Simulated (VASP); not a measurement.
# RbBr (Fm-3m) in VASP: further runs

RbBr is run at these levels: PBE; tasks: single point.

Program: VASP 6.6.1. These are calculated values, not measurements. Logs are shortened: lines on timing, memory, paths and dates and some standing lists are left out, and cuts for length are marked.

## (1) The cell of the first run

Symmetry: Fm-3m, No. 225, cubic system. Conventional cell: a = 6.761 Å, b = 6.761 Å, c = 6.761 Å, α = 90.00°, β = 90.00°, γ = 90.00°. Within 4.4 Å of Rb (site symmetry m-3m) lie 6 Br at 3.38 Å. Br (site symmetry m-3m) has 6 Rb at 3.38 Å within 4.4 Å.

## (2) Single point, PBE

Input file INCAR:

```
ALGO = Normal
EDIFF = 1E-6
ENCUT = 520
GGA = PE
ISIF = 2
ISMEAR = 0
LASPH = True
LCHARG = True
LELF = True
LREAL = False
LVHAR = True
LWAVE = False
NBANDS = 15
NELM = 80
PREC = Accurate
SIGMA = 0.01
```

Input file KPOINTS:

```
k-points
0
Gamma
  6 6 6
```

Input file POSCAR:

```
RbBr
1.0
    0.0000000000      3.3806835115      3.3806835115
    3.3806835115      0.0000000000      3.3806835115
    3.3806835115      3.3806835115      0.0000000000
Rb Br
1 1
Direct
    0.0000000000      0.0000000000      0.0000000000
    0.5000000000      0.5000000000      0.5000000000
```

Potentials or basis: VASP PAW PBE potentials, release 64 (Rb_sv, Br).

Command:

```bash
$ cat potpaw_PBE.64/Rb_sv/POTCAR potpaw_PBE.64/Br/POTCAR > POTCAR
$ mpirun -np 1 vasp_std > vasp.out
```

OUTCAR:

```text
EDIFF = 1E-6
   ENCUT = 520
   GGA = PE
   ISIF = 2
   ISMEAR = 0
   LASPH = True
   LREAL = False
   NELM = 80
   PREC = Accurate

 ion  position               nearest neighbor table
   1  0.000  0.000  0.000-   2 3.38   2 3.38   2 3.38   2 3.38   2 3.38   2 3.38
   2  0.500  0.500  0.500-   1 3.38   1 3.38   1 3.38   1 3.38   1 3.38   1 3.38

  LATTYP: Found a face centered cubic cell.
 ALAT       =     6.7613670230

  Lattice vectors:

 A1 = (   0.0000000000,   3.3806835115,   3.3806835115)
 A2 = (   3.3806835115,   0.0000000000,   3.3806835115)
 A3 = (   3.3806835115,   3.3806835115,   0.0000000000)

Analysis of symmetry for initial positions (statically):
=====================================================================
 Subroutine PRICEL returns:
 Original cell was already a primitive cell.

 Routine SETGRP: Setting up the symmetry group for a
 face centered cubic supercell.

 Subroutine GETGRP returns: Found 48 space group operations
 (whereof 48 operations were pure point group operations)
 out of a pool of 48 trial point group operations.

The static configuration has the point symmetry O_h .

Analysis of symmetry for dynamics (positions and initial velocities):
=====================================================================
 Subroutine PRICEL returns:
 Original cell was already a primitive cell.

 Routine SETGRP: Setting up the symmetry group for a
 face centered cubic supercell.

 Subroutine GETGRP returns: Found 48 space group operations
 (whereof 48 operations were pure point group operations)
 out of a pool of 48 trial point group operations.

The dynamic configuration has the point symmetry O_h .

 Subroutine INISYM returns: Found 48 space group operations
 (whereof 48 operations are pure point group operations),
 and found     1 'primitive' translations

----------------------------------------------------------------------------------------

                                     Primitive cell

  volume of cell :      77.2758

  direct lattice vectors                    reciprocal lattice vectors
     0.000000000  3.380683512  3.380683512    -0.147899086  0.147899086  0.147899086
     3.380683512  0.000000000  3.380683512     0.147899086 -0.147899086  0.147899086
     3.380683512  3.380683512  0.000000000     0.147899086  0.147899086 -0.147899086

  length of vectors
     4.781008472  4.781008472  4.781008472     0.256168731  0.256168731  0.256168731

  position of ions in fractional coordinates (direct lattice)
     0.000000000  0.000000000  0.000000000
     0.500000000  0.500000000  0.500000000

  ion indices of the primitive-cell ions
   primitive index   ion index
                 1           1
                 2           2

----------------------------------------------------------------------------------------

 KPOINTS: k-points

Automatic generation of k-mesh.
 Grid dimensions read from file:
 generate k-points for:    6    6    6

 Generating k-lattice:

  Cartesian coordinates                     Fractional coordinates (reciprocal lattice)
    -0.024649848  0.024649848  0.024649848     0.166666667  0.000000000  0.000000000
     0.024649848 -0.024649848  0.024649848     0.000000000  0.166666667  0.000000000
     0.024649848  0.024649848 -0.024649848     0.000000000  0.000000000  0.166666667

  Length of vectors
     0.042694788  0.042694788  0.042694788

  Shift w.r.t. Gamma in fractional coordinates (k-lattice)
     0.000000000  0.000000000  0.000000000

 Subroutine IBZKPT returns following result:
 ===========================================

 Found     16 irreducible k-points:

 Following reciprocal coordinates:
            Coordinates               Weight
  0.000000  0.000000  0.000000      1.000000
  0.166667  0.000000  0.000000      8.000000
  0.333333  0.000000  0.000000      8.000000
  0.500000  0.000000  0.000000      4.000000
  0.166667  0.166667  0.000000      6.000000
  0.333333  0.166667  0.000000     24.000000
[... 8 lines left out ...]
 -0.333333  0.333333  0.166667     24.000000
 -0.333333  0.500000  0.166667     12.000000
   k-points           NKPTS =     16   k-points in BZ     NKDIM =     16   number of bands    NBANDS=     15
   number of dos      NEDOS =    301   number of ions     NIONS =      2
   total plane-waves  NPLWV =  46656
   dimension x,y,z NGX =    36 NGY =   36 NGZ =   36
   dimension x,y,z NGXF=    72 NGYF=   72 NGZF=   72
   ions per type =               1   1
   NGX,Y,Z   is equivalent  to a cutoff of  12.52, 12.52, 12.52 a.u.
   NGXF,Y,Z  is equivalent  to a cutoff of  25.04, 25.04, 25.04 a.u.
 SYSTEM =  unknown system
   PREC   = accura    normal or accurate (medium, high low for compatibility)
   ISTART =      0    job   : 0-new  1-cont  2-samecut
   ICHARG =      2    charge: 1-file 2-atom 10-const
   ISPIN  =      1    spin polarized calculation?
   LNONCOLLINEAR =      F non collinear calculations
   LSORBIT =      F    spin-orbit coupling
   LASPH  =      T    aspherical Exc in radial PAW
   ENCUT  =  520.0 eV  38.22 Ry    6.18 a.u.   8.89  8.89  8.89*2*pi/ulx,y,z
   NELM   =     80;   NELMIN=  2; NELMDL= -5     # of ELM steps
   EDIFF  = 0.1E-05   stopping-criterion for ELM
   LREAL  =      F    real-space projection
   EDIFFG = 0.1E-04   stopping-criterion for IOM
   NSW    =      0    number of steps for IOM
   IBRION =     -1    ionic relax: 0-MD 1-quasi-New 2-CG
   NFREE  =      0    steps in history (QN), initial steepest desc. (CG)
   ISIF   =      2    stress and relaxation
   ISYM   =      2    0-nonsym 1-usesym 2-fastsym
   POTIM  = 0.5000    time-step for ionic-motion
   TEBEG  =    0.0;   TEEND  =   0.0 temperature during run
   PSTRESS=    0.0 pullay stress
   NELECT =      16.0000    total number of electrons
   NUPDOWN=      -1.0000    fix difference up-down
   EMIN   =  10.00;   EMAX   =-10.00  energy-range for DOS
   EFERMI =   0.00;   METHOD = LEGACY
   ISMEAR =     0;   SIGMA  =   0.01  broadening in eV -4-tet -1-fermi 0-gaus
   EFERMI_NEDOS =   21; number of points for ismear=-14 and -15
   IALGO  =     38    algorithm
   IMIX   =      4    mixing-type and parameters
     AMIX     =   0.40;   BMIX     =  1.00
     AMIX_MAG =   1.60;   BMIX_MAG =  1.00
  volume/ion in A,a.u.               =      38.64       260.74
  Fermi-wavevector in a.u.,A,eV,Ry     =   0.968502  1.830203 12.762200  0.937995
  Thomas-Fermi vector in A             =   2.098476
   LORBIT       =      0    0 simple, 1 ext, 2 COOP (PROOUT), +10 PAW based schemes
   GGA     = PE    functional components
   LHFCALC =     F    Hartree Fock is set to
   AEXX    =    0.0000 exact exchange contribution
   IVDW    =     0    specifies the selected vdW correction
   LEPSILON=     F    determine dielectric tensor
   LRPA    =     F    only Hartree local field effects (RPA)
 non-spin polarized calculation
 Gauss-broadening in eV      SIGMA  =   0.01
  energy-cutoff  :      520.00
  volume of cell :       77.28
 maximum number of plane-waves:      2100
   NGX = 17   NGY = 17   NGZ = 17

 number of electron      16.0000003 magnetization

 Free energy of the ion-electron system (eV)
  ---------------------------------------------------
  ext. energy  EPLUGINS =         0.00000000
  ---------------------------------------------------
  free energy    TOTEN  =        -6.06931872 eV

  energy without entropy =       -6.06931872  energy(sigma->0) =       -6.06931872

 E-fermi :  -1.4795     XC(G=0):  -7.3969

 val. band max:       -1.5917520583   @ k =   0.0000   0.0000   0.0000
 cond. band min:       2.8765441686   @ k =   0.0000   0.0000   0.0000
 fundamental gap:      4.4682962269
 Fermi energy:        -1.4794558303

 k-point     1 :       0.0000    0.0000    0.0000
  band No.  band energies     occupation
      1     -25.9239      2.00000
      2     -13.8155      2.00000
      3     -10.0043      2.00000
      4     -10.0043      2.00000
      5     -10.0043      2.00000
      6      -1.5918      2.00000
      7      -1.5918      2.00000
      8      -1.5918      2.00000
      9       2.8765      0.00000
     10       5.6948      0.00000
     11       5.6948      0.00000
     12       5.6948      0.00000
     13       6.6123      0.00000
     14       6.6123      0.00000
     15       9.4942      0.00000

 k-point     2 :       0.1667    0.0000    0.0000
  band No.  band energies     occupation
      1     -25.9210      2.00000
      2     -13.8291      2.00000
      3     -10.0063      2.00000
      4     -10.0063      2.00000
      5      -9.9889      2.00000
      6      -1.9194      2.00000
      7      -1.6977      2.00000
      8      -1.6977      2.00000
      9       3.5446      0.00000
     10       5.5699      0.00000
     11       6.0370      0.00000
     12       6.0370      0.00000
     13       7.0480      0.00000
     14       7.0480      0.00000
     15      10.5248      0.00000

 k-point     3 :       0.3333    0.0000    0.0000
  band No.  band energies     occupation
      1     -25.9151      2.00000
      2     -13.8560      2.00000
      3     -10.0102      2.00000
      4     -10.0102      2.00000
      5      -9.9582      2.00000
      6      -2.4365      2.00000
      7      -1.8945      2.00000
      8      -1.8945      2.00000
      9       4.8002      0.00000
     10       5.7920      0.00000
     11       6.9919      0.00000
     12       6.9919      0.00000
     13       8.1351      0.00000
     14       8.1351      0.00000
     15      10.2368      0.00000
[... 199 lines left out ...]
 k-point    15 :      -0.3333    0.3333    0.1667
  band No.  band energies     occupation
      1     -25.9095      2.00000
      2     -13.8100      2.00000
      3     -10.1194      2.00000
      4     -10.1089      2.00000
      5      -9.9801      2.00000
      6      -2.2787      2.00000
      7      -1.9586      2.00000
      8      -1.9430      2.00000
      9       5.5003      0.00000
     10       5.7144      0.00000
     11       7.1390      0.00000
     12       7.3719      0.00000
     13       8.7637      0.00000
     14       9.5091      0.00000
     15       9.6102      0.00000

 k-point    16 :      -0.3333    0.5000    0.1667
  band No.  band energies     occupation
      1     -25.9087      2.00000
      2     -13.7815      2.00000
      3     -10.1865      2.00000
      4     -10.1214      2.00000
      5     -10.0074      2.00000
      6      -2.0382      2.00000
      7      -2.0189      2.00000
      8      -1.8621      2.00000
      9       4.7123      0.00000
     10       6.4520      0.00000
     11       6.4920      0.00000
     12       7.5161      0.00000
     13       8.5366      0.00000
     14       9.4349      0.00000
     15       9.9802      0.00000

------------------------ aborting loop because EDIFF is reached ----------------------------------------

  FORCE on cell =-STRESS in cart. coord.  units (eV):
  Direction    XX          YY          ZZ          XY          YZ          ZX
  --------------------------------------------------------------------------------------
  -------------------------------------------------------------------------------------
  Total        0.8576342      0.8576342      0.8576342      0.0000000     -0.0000000      0.0000000
  in kB       17.7815293     17.7815293     17.7815293      0.0000000     -0.0000000      0.0000000
  external PRESSURE =      17.7815293 kB  Pullay stress =       0.0000000 kB

 VOLUME and BASIS-vectors are now :
 -----------------------------------------------------------------------------
  energy-cutoff  :      520.00
  volume of cell :       77.28
      direct lattice vectors                 reciprocal lattice vectors
     0.000000000  3.380683512  3.380683512    -0.147899086  0.147899086  0.147899086
     3.380683512  0.000000000  3.380683512     0.147899086 -0.147899086  0.147899086
     3.380683512  3.380683512  0.000000000     0.147899086  0.147899086 -0.147899086

 POSITION                                       TOTAL-FORCE (eV/Angst)
 -----------------------------------------------------------------------------------
      0.00000      0.00000      0.00000         0.000000      0.000000      0.000000
      3.38068      3.38068      3.38068        -0.000000     -0.000000     -0.000000
 -----------------------------------------------------------------------------------
    total drift:                                0.000000      0.000000      0.000000

  FREE ENERGIE OF THE ION-ELECTRON SYSTEM (eV)
  ---------------------------------------------------
  free  energy   TOTEN  =        -6.0693187168 eV

  energy  without entropy=       -6.0693187168  energy(sigma->0) =       -6.06931872
```

Run time: 40 s. Hardware: 1 thread of Intel Xeon 8259CL, shared host; peak memory 0.2 GiB.

What came out:

```
Free energy            : -6.0693 eV
Pressure               : 1.8 GPa
Band gap on the k mesh : 4.47 eV, direct
```

Levels at points of the mesh, in eV from the valence-band top:
| k point | band 4 | band 5 | band 6 | band 7 | band 8 | band 9 | band 10 | band 11 | band 12 | band 13 |
| --- | --- | --- | --- | --- | --- | --- | --- | --- | --- | --- |
| (0.00, 0.00, 0.00) | -8.41 | -8.41 | 0.00 | 0.00 | 0.00 | 4.47 | 7.29 | 7.29 | 7.29 | 8.20 |
| (0.50, 0.00, 0.00) | -8.42 | -8.35 | -1.06 | -0.39 | -0.39 | 6.92 | 7.86 | 9.61 | 9.61 | 10.30 |
| (0.50, 0.50, 0.00) | -8.50 | -8.50 | -0.48 | -0.16 | -0.16 | 5.56 | 7.29 | 9.28 | 9.42 | 9.60 |

## (3) Single point, PBE

This run uses another cell than the first one, of 40.25 Å³/atom, 1.042 times its volume.

Input file INCAR:

```
PREC = Accurate
ENCUT = 520
EDIFF = 1E-7
ISMEAR = 0
SIGMA = 0.01
LREAL = F
LASPH = T
NELM = 100
ALGO = Normal
ISIF = 2
LWAVE = F
LCHARG = F
GGA = PE
NBANDS = 15
```

Input file KPOINTS:

```
Automatic mesh
0
Gamma
  6 6 6
```

Input file POSCAR:

```
RbBr
1.0
    0.0000000000      3.4270000000      3.4270000000
    3.4270000000      0.0000000000      3.4270000000
    3.4270000000      3.4270000000      0.0000000000
Rb Br
1 1
Direct
    0.0000000000      0.0000000000      0.0000000000
    0.5000000000      0.5000000000      0.5000000000
```

Potentials or basis: VASP PAW PBE potentials, release 64 (Rb_sv, Br).

Command:

```bash
$ cat potpaw_PBE.64/Rb_sv/POTCAR potpaw_PBE.64/Br/POTCAR > POTCAR
$ mpirun -np 1 vasp_std > vasp.out
```

Wall time 40 s (1 thread of Intel Xeon 8259CL, shared host); peak memory 0.21 GiB.

The run converged. Its results:

* Free energy: -6.0973 eV
* Pressure: 1.0 GPa
* Band gap on the k mesh: 4.36 eV, direct

Levels at points of the mesh, in eV from the valence-band top:
```
           k point  band 4  band 5  band 6  band 7  band 8  band 9  band 10  band 11  band 12  band 13
(0.00, 0.00, 0.00)   -8.49   -8.49    0.00    0.00    0.00    4.36     7.28     7.28     7.28     8.17
(0.50, 0.00, 0.00)   -8.50   -8.44   -0.99   -0.36   -0.36    6.81     7.72     9.49     9.49    10.17
(0.50, 0.50, 0.00)   -8.56   -8.56   -0.47   -0.16   -0.16    5.61     7.13     9.20     9.21     9.44
```
